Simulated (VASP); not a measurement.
# SiO2 (P4_2/mnm) in VASP: further runs

The runs below take SiO2 through relaxation of shape and atoms at fixed volume, relaxation of cell and atoms, with r2SCAN.

Program: VASP 6.6.1. These are calculated values, not measurements. Logs are shortened: lines on timing, memory, paths and dates and some standing lists are left out, and cuts for length are marked.

### 1 The cell of the first run

The structure is tetragonal, space group P4_2/mnm (No. 136). The conventional cell has a = 4.143 Å, b = 4.143 Å, c = 2.642 Å, α = 90.00°, β = 90.00°, γ = 90.00°. Si (site symmetry mmm) has 6 O at 1.74 to 1.79 Å within 2.3 Å. Within 2.3 Å of O (site symmetry m2m) lie 3 Si at 1.74 to 1.79 Å and 1 O at 2.27 Å.

### 2 Relaxation of shape and atoms at fixed volume, r2SCAN (7.56 Å³/atom)

The input, POSCAR:

```
SiO2
1.0
    4.1428610265      0.0000000000      0.0000000000
    0.0000000000      4.1428610265      0.0000000000
    0.0000000000      0.0000000000      2.6419878271
Si O
2 4
Direct
    0.0000000000      0.0000000000      0.0000000000
    0.5000000000      0.5000000000      0.5000000000
    0.3060983512      0.3060983512      0.0000000000
    0.1939016488      0.8060983512      0.5000000000
    0.6939016488      0.6939016488      0.0000000000
    0.8060983512      0.1939016488      0.5000000000
```

The input, INCAR.step1:

```
PREC = Accurate
ENCUT = 600
ISMEAR = 0
SIGMA = 0.02
LREAL = False
LASPH = True
NELM = 60
GGA = PE
ALGO = Normal
EDIFF = 1E-4
LWAVE = True
LCHARG = False
```

The input, INCAR.step2:

```
PREC = Accurate
ENCUT = 600
EDIFF = 1E-7
ISMEAR = 0
SIGMA = 0.02
LREAL = False
LASPH = True
NELM = 60
ALGO = Normal
ISIF = 4
LWAVE = False
LCHARG = False
METAGGA = R2SCAN
LMIXTAU = True
IBRION = 2
NSW = 50
EDIFFG = -0.01
ISTART = 1
```

The input, KPOINTS:

```
Automatic mesh
0
Gamma
  6 6 8
```

Potentials or basis: VASP PAW PBE potentials, release 64 (Si, O).

The run is started by

```sh
cat potpaw_PBE.64/Si/POTCAR potpaw_PBE.64/O/POTCAR > POTCAR
cp INCAR.step1 INCAR
mpirun -np 1 vasp_std > vasp.out
cp INCAR.step2 INCAR
mpirun -np 1 vasp_std > vasp.out
```

OUTCAR:

```text
PREC = Accurate
   ENCUT = 600
   EDIFF = 1E-7
   ISMEAR = 0
   LREAL = False
   LASPH = True
   NELM = 60
   ISIF = 4
   METAGGA = R2SCAN
   IBRION = 2
   NSW = 50
   EDIFFG = -0.01
   ISTART = 1

 ion  position               nearest neighbor table
   1  0.000  0.000  0.000-   4 1.74   6 1.74   4 1.74   6 1.74   5 1.79   3 1.79
   2  0.500  0.500  0.500-   3 1.74   5 1.74   3 1.74   5 1.74   4 1.79   6 1.79
   3  0.306  0.306  0.000-   2 1.74   2 1.74   1 1.79
   4  0.194  0.806  0.500-   1 1.74   1 1.74   2 1.79
   5  0.694  0.694  0.000-   2 1.74   2 1.74   1 1.79
   6  0.806  0.194  0.500-   1 1.74   1 1.74   2 1.79

  LATTYP: Found a simple tetragonal cell.
 ALAT       =     4.1428610265
 C/A-ratio  =     0.6377206018

  Lattice vectors:

 A1 = (   4.1428610265,   0.0000000000,   0.0000000000)
 A2 = (   0.0000000000,   4.1428610265,   0.0000000000)
 A3 = (   0.0000000000,   0.0000000000,   2.6419878271)

Analysis of symmetry for initial positions (statically):
=====================================================================
 Subroutine PRICEL returns:
 Original cell was already a primitive cell.

 Routine SETGRP: Setting up the symmetry group for a
 simple tetragonal supercell.

 Subroutine GETGRP returns: Found 16 space group operations
 (whereof  8 operations were pure point group operations)
 out of a pool of 16 trial point group operations.

The static configuration has the point symmetry D_2h.
 The point group associated with its full space group is D_4h.

Analysis of symmetry for dynamics (positions and initial velocities):
=====================================================================
 Subroutine PRICEL returns:
 Original cell was already a primitive cell.

 Routine SETGRP: Setting up the symmetry group for a
 simple tetragonal supercell.

 Subroutine GETGRP returns: Found 16 space group operations
 (whereof  8 operations were pure point group operations)
 out of a pool of 16 trial point group operations.

The dynamic configuration has the point symmetry D_2h.
 The point group associated with its full space group is D_4h.

 Subroutine INISYM returns: Found 16 space group operations
 (whereof  8 operations are pure point group operations),
 and found     1 'primitive' translations

----------------------------------------------------------------------------------------

                                     Primitive cell

  volume of cell :      45.3452
[... 105 lines left out ...]
   POTIM  = 0.5000    time-step for ionic-motion
   TEBEG  =    0.0;   TEEND  =   0.0 temperature during run
   PSTRESS=    0.0 pullay stress
   NELECT =      32.0000    total number of electrons
   NUPDOWN=      -1.0000    fix difference up-down
   EMIN   =  10.00;   EMAX   =-10.00  energy-range for DOS
   EFERMI =   0.00;   METHOD = LEGACY
   ISMEAR =     0;   SIGMA  =   0.02  broadening in eV -4-tet -1-fermi 0-gaus
   EFERMI_NEDOS =   21; number of points for ismear=-14 and -15
   IALGO  =     38    algorithm
   IMIX   =      4    mixing-type and parameters
     AMIX     =   0.40;   BMIX     =  1.00
     AMIX_MAG =   1.60;   BMIX_MAG =  1.00
  volume/ion in A,a.u.               =       7.56        51.00
  Fermi-wavevector in a.u.,A,eV,Ry     =   1.457519  2.754312 28.903706  2.124362
  Thomas-Fermi vector in A             =   2.574311
   LORBIT       =      0    0 simple, 1 ext, 2 COOP (PROOUT), +10 PAW based schemes
   METAGGA = R2SCAN    functional components
   LHFCALC =     F    Hartree Fock is set to
   AEXX    =    0.0000 exact exchange contribution
   IVDW    =     0    specifies the selected vdW correction
   LEPSILON=     F    determine dielectric tensor
   LRPA    =     F    only Hartree local field effects (RPA)
 conjugate gradient relaxation of ions
 non-spin polarized calculation
 Gauss-broadening in eV      SIGMA  =   0.02
  energy-cutoff  :      600.00
  volume of cell :       45.35
 maximum number of plane-waves:      1543
 NGX is ok and might be reduce to    36
   NGX = 17   NGY = 17   NGZ = 11

--------------------------------------- Ionic step        1  -------------------------------------------

 number of electron      32.0000002 magnetization

 Free energy of the ion-electron system (eV)
  ---------------------------------------------------
  ext. energy  EPLUGINS =         0.00000000
  ---------------------------------------------------
  free energy    TOTEN  =       -58.75065952 eV

  energy without entropy =      -58.75065952  energy(sigma->0) =      -58.75065952

------------------------ aborting loop because EDIFF is reached ----------------------------------------

  FORCE on cell =-STRESS in cart. coord.  units (eV):
  Direction    XX          YY          ZZ          XY          YZ          ZX
  --------------------------------------------------------------------------------------
  -------------------------------------------------------------------------------------
  Total        2.7914205      2.7914205      3.7093198     -0.0000000      0.0000000      0.0000000
  in kB       98.6289259     98.6289259    131.0609518     -0.0000000      0.0000000      0.0000000
  external PRESSURE =     109.4396012 kB  Pullay stress =       0.0000000 kB
[... 147 lines left out ...]
--------------------------------------- Ionic step        5  -------------------------------------------

 number of electron      31.9999997 magnetization

 Free energy of the ion-electron system (eV)
  ---------------------------------------------------
  ext. energy  EPLUGINS =         0.00000000
  ---------------------------------------------------
  free energy    TOTEN  =       -58.75677400 eV

  energy without entropy =      -58.75677400  energy(sigma->0) =      -58.75677400

 E-fermi :   8.3214     XC(G=0): -13.0376

 val. band max:        8.2391490525   @ k =   0.0000   0.0000   0.0000
 cond. band min:      15.2450309678   @ k =   0.0000   0.0000   0.0000
 fundamental gap:      7.0058819154
 Fermi energy:         8.3214181177

 k-point     1 :       0.0000    0.0000    0.0000
  band No.  band energies     occupation
      1     -15.6158      2.00000
      2     -11.8850      2.00000
      3     -11.8850      2.00000
      4     -11.5188      2.00000
      5      -3.0786      2.00000
      6       1.5508      2.00000
[... 541 lines left out ...]
     19      20.1368      0.00000
     20      20.1368      0.00000

 [... further k-points ...]

------------------------ aborting loop because EDIFF is reached ----------------------------------------

  FORCE on cell =-STRESS in cart. coord.  units (eV):
  Direction    XX          YY          ZZ          XY          YZ          ZX
  --------------------------------------------------------------------------------------
  -------------------------------------------------------------------------------------
  Total        2.7784029      2.7784029      2.7753712      0.0000000      0.0000000      0.0000000
  in kB       98.1689761     98.1689761     98.0618579      0.0000000      0.0000000      0.0000000
  external PRESSURE =      98.1332701 kB  Pullay stress =       0.0000000 kB
[... 21 lines left out ...]
  FREE ENERGIE OF THE ION-ELECTRON SYSTEM (eV)
  ---------------------------------------------------
  free  energy   TOTEN  =       -58.7567739951 eV

  energy  without entropy=      -58.7567739951  energy(sigma->0) =      -58.75677400

 reached required accuracy - stopping structural energy minimisation
```

It took 4.9 min on 1 thread of Intel Xeon 6975P-C (Granite Rapids), shared host; peak memory 0.2 GiB.

Results:

| Item | Value |
| --- | --- |
| Free energy | -58.7568 eV |
| Energy gained by relaxing | 1.0 meV/atom |
| Ionic steps | 5 |
| Pressure after relaxing | 9.8 GPa |
| Band gap on the k mesh | 7.01 eV |

Step by step:
| step | energy change (eV) | largest force (eV/Å) | pressure (GPa) | volume (Å³) |
| --- | --- | --- | --- | --- |
| 1 | 0.0000 | 0.2431 | 10.94 | 45.35 |
| 2 | -0.0049 | 0.1458 | 9.48 | 45.35 |
| 3 | -0.0058 | 0.0398 | 9.85 | 45.35 |
| 4 | -0.0061 | 0.0160 | 9.80 | 45.35 |
| 5 | -0.0061 | 0.0008 | 9.81 | 45.35 |

Final structure:
```yaml
crystal:
  lattice:
    - [4.13230, 0.00000, 0.00000]
    - [0.00000, 4.13230, 0.00000]
    - [0.00000, 0.00000, 2.65551]
  atoms:
    - { symbol: Si, position: [0.00000, 0.00000, 0.00000] }
    - { symbol: Si, position: [0.50000, 0.50000, 0.50000] }
    - { symbol: O, position: [0.30478, 0.30478, 0.00000] }
    - { symbol: O, position: [0.19522, 0.80478, 0.50000] }
    - { symbol: O, position: [0.69522, 0.69522, 0.00000] }
    - { symbol: O, position: [0.80478, 0.19522, 0.50000] }
```

Levels at points of the mesh, in eV from the valence-band top:
```tsv
k point	band 13	band 14	band 15	band 16	band 17	band 18	band 19	band 20
(0.00, 0.00, 0.00)	-2.52	-0.91	-0.91	0.00	7.01	7.67	9.60	9.60
(0.50, 0.00, 0.00)	-2.79	-2.79	-1.10	-1.10	9.05	9.05	10.19	10.19
(0.50, 0.50, 0.00)	-2.84	-2.84	-2.41	-2.41	8.74	8.74	11.28	11.28
(0.00, 0.00, 0.50)	-3.31	-3.31	-2.81	-2.81	10.55	10.55	14.02	14.02
(0.50, 0.00, 0.50)	-2.37	-2.37	-1.88	-1.88	10.10	10.10	11.30	11.30
(0.50, 0.50, 0.50)	-1.79	-1.79	-1.69	-1.69	8.47	8.47	12.32	12.32
```

Caveat: the PAW data sets were made with another functional, which shifts forces and pressure a little. A k mesh can miss the band edges.

### 3 Relaxation of cell and atoms, r2SCAN

This run uses another cell than the first one, of 7.75 Å³/atom.

The input, POSCAR:

```
SiO2
1.0
    4.1773000000      0.0000000000      0.0000000000
    0.0000000000      4.1773000000      0.0000000000
    0.0000000000      0.0000000000      2.6652000000
Si O
2 4
Direct
    0.0000000000      0.0000000000      0.0000000000
    0.5000000000      0.5000000000      0.5000000000
    0.3059000000      0.3059000000      0.0000000000
    0.1941000000      0.8059000000      0.5000000000
    0.6941000000      0.6941000000      0.0000000000
    0.8059000000      0.1941000000      0.5000000000
```

The input, INCAR.step1:

```
SYSTEM = SiO2
PREC = Accurate ; ENCUT = 600
ISMEAR = 0 ; SIGMA = 0.02
LREAL = .FALSE. ; LASPH = .TRUE.
NELM = 60 ; GGA = PE
ALGO = Normal ; EDIFF = 1E-4
LWAVE = .TRUE. ; LCHARG = .FALSE.
```

The input, INCAR.step2:

```
SYSTEM = SiO2
PREC = Accurate ; ENCUT = 600
EDIFF = 1E-7 ; ISMEAR = 0
SIGMA = 0.02 ; LREAL = .FALSE.
LASPH = .TRUE. ; NELM = 60
ALGO = Normal ; ISIF = 3
LWAVE = .FALSE. ; LCHARG = .FALSE.
METAGGA = R2SCAN ; LMIXTAU = .TRUE.
IBRION = 2 ; NSW = 100
EDIFFG = -0.005 ; ISTART = 1
```

The input, KPOINTS:

```
regular mesh
0
G
  6 6 8
  0 0 0
```

Potentials or basis: VASP PAW PBE potentials, release 64 (Si, O).

The run is started by

```sh
cat potpaw_PBE.64/Si/POTCAR potpaw_PBE.64/O/POTCAR > POTCAR
cp INCAR.step1 INCAR
mpirun -np 1 vasp_std > vasp.out
cp INCAR.step2 INCAR
mpirun -np 1 vasp_std > vasp.out
```

OUTCAR:

```text
SYSTEM = SiO2
   PREC = Accurate
   ENCUT = 600
   EDIFF = 1E-7
   ISMEAR = 0
   LREAL = .FALSE.
   LASPH = .TRUE.
   NELM = 60
   ISIF = 3
   METAGGA = R2SCAN
   IBRION = 2
   NSW = 100
   EDIFFG = -0.005
   ISTART = 1

 ion  position               nearest neighbor table
   1  0.000  0.000  0.000-   4 1.76   6 1.76   4 1.76   6 1.76   5 1.81   3 1.81
   2  0.500  0.500  0.500-   3 1.76   5 1.76   3 1.76   5 1.76   4 1.81   6 1.81
   3  0.306  0.306  0.000-   2 1.76   2 1.76   1 1.81
   4  0.194  0.806  0.500-   1 1.76   1 1.76   2 1.81
   5  0.694  0.694  0.000-   2 1.76   2 1.76   1 1.81
   6  0.806  0.194  0.500-   1 1.76   1 1.76   2 1.81

  LATTYP: Found a simple tetragonal cell.
 ALAT       =     4.1773000000
 C/A-ratio  =     0.6380197735

  Lattice vectors:

 A1 = (   4.1773000000,   0.0000000000,   0.0000000000)
 A2 = (   0.0000000000,   4.1773000000,   0.0000000000)
 A3 = (   0.0000000000,   0.0000000000,   2.6652000000)

Analysis of symmetry for initial positions (statically):
=====================================================================
[... 189 lines left out ...]
  Direction    XX          YY          ZZ          XY          YZ          ZX
  --------------------------------------------------------------------------------------
  -------------------------------------------------------------------------------------
  Total        0.3500703      0.3500703      0.6875804      0.0000000      0.0000000      0.0000000
  in kB       12.0599294     12.0599294     23.6871566      0.0000000      0.0000000      0.0000000
  external PRESSURE =      15.9356718 kB  Pullay stress =       0.0000000 kB
[... 147 lines left out ...]
--------------------------------------- Ionic step        5  -------------------------------------------

 number of electron      32.0000001 magnetization

 Free energy of the ion-electron system (eV)
  ---------------------------------------------------
  ext. energy  EPLUGINS =         0.00000000
  ---------------------------------------------------
  free energy    TOTEN  =       -58.80286151 eV

  energy without entropy =      -58.80286151  energy(sigma->0) =      -58.80286151

 E-fermi :   7.9963     XC(G=0): -12.8713

 val. band max:        7.7999627533   @ k =   0.0000   0.0000   0.0000
 cond. band min:      14.3062859342   @ k =   0.0000   0.0000   0.0000
 fundamental gap:      6.5063231809
 Fermi energy:         7.9963421305

 k-point     1 :       0.0000    0.0000    0.0000
  band No.  band energies     occupation
      1     -15.7361      2.00000
      2     -12.1500      2.00000
      3     -12.1500      2.00000
      4     -11.8756      2.00000
      5      -3.2485      2.00000
      6       1.2943      2.00000
[... 541 lines left out ...]
     19      19.4194      0.00000
     20      19.4194      0.00000

 [... further k-points ...]

------------------------ aborting loop because EDIFF is reached ----------------------------------------

  FORCE on cell =-STRESS in cart. coord.  units (eV):
  Direction    XX          YY          ZZ          XY          YZ          ZX
  --------------------------------------------------------------------------------------
  -------------------------------------------------------------------------------------
  Total       -0.0072085     -0.0072085      0.0040709      0.0000000      0.0000000      0.0000000
  in kB       -0.2472197     -0.2472197      0.1396145      0.0000000      0.0000000      0.0000000
  external PRESSURE =      -0.1182750 kB  Pullay stress =       0.0000000 kB
[... 21 lines left out ...]
  FREE ENERGIE OF THE ION-ELECTRON SYSTEM (eV)
  ---------------------------------------------------
  free  energy   TOTEN  =       -58.8028615065 eV

  energy  without entropy=      -58.8028615065  energy(sigma->0) =      -58.80286151

 reached required accuracy - stopping structural energy minimisation
```

OUTCAR.step1:

```text
SYSTEM = SiO2
   PREC = Accurate
   ENCUT = 600
   ISMEAR = 0
   LREAL = .FALSE.
   LASPH = .TRUE.
   NELM = 60
[... 791 lines left out ...]
      0.81081      3.36649      1.33260         0.070023     -0.070023      0.000000
      2.89946      2.89946      0.00000         0.070023      0.070023      0.000000
      3.36649      0.81081      1.33260        -0.070023      0.070023      0.000000
 -----------------------------------------------------------------------------------
    total drift:                                0.000000      0.000000     -0.000000

  FREE ENERGIE OF THE ION-ELECTRON SYSTEM (eV)
  ---------------------------------------------------
  free  energy   TOTEN  =       -46.2693866871 eV

  energy  without entropy=      -46.2693866871  energy(sigma->0) =      -46.26938669
```

Wall time 4.2 min (1 thread of Intel Xeon 6975P-C (Granite Rapids), shared host); peak memory 0.21 GiB.

What came out:

```yaml
Free_energy: -58.8029 eV
Relaxed_volume: 7.79 Å³/atom
Relaxed_cell: a = 4.181 Å, b = 4.181 Å, c = 2.672 Å, α = 90.00°, β = 90.00°, γ = 90.00°
Space_group_after_relaxing_to_0.1_Å: P4_2/mnm (No. 136)
Energy_gained_by_relaxing: 0.2 meV/atom
Ionic_steps: 5
Pressure_after_relaxing: 0.0 GPa
Band_gap_on_the_k_mesh: 6.51 eV
```

Step by step:
| step | energy change (eV) | largest force (eV/Å) | pressure (GPa) | volume (Å³) |
| --- | --- | --- | --- | --- |
| 1 | 0.0000 | 0.0200 | 1.59 | 46.51 |
| 2 | 0.0014 | 0.0698 | -2.37 | 47.03 |
| 3 | -0.0012 | 0.0171 | -0.04 | 46.72 |
| 4 | -0.0012 | 0.0115 | 0.00 | 46.72 |
| 5 | -0.0012 | 0.0004 | -0.01 | 46.72 |

Final structure:
```
CELL_PARAMETERS angstrom
4.18137 0.00000 0.00000
0.00000 4.18137 0.00000
0.00000 0.00000 2.67199
ATOMIC_POSITIONS crystal
Si 0.00000 0.00000 0.00000
Si 0.50000 0.50000 0.50000
O 0.30591 0.30591 0.00000
O 0.19409 0.80591 0.50000
O 0.69409 0.69409 0.00000
O 0.80591 0.19409 0.50000
```

Caveat: the PAW data sets were made with another functional, which shifts forces and pressure a little.
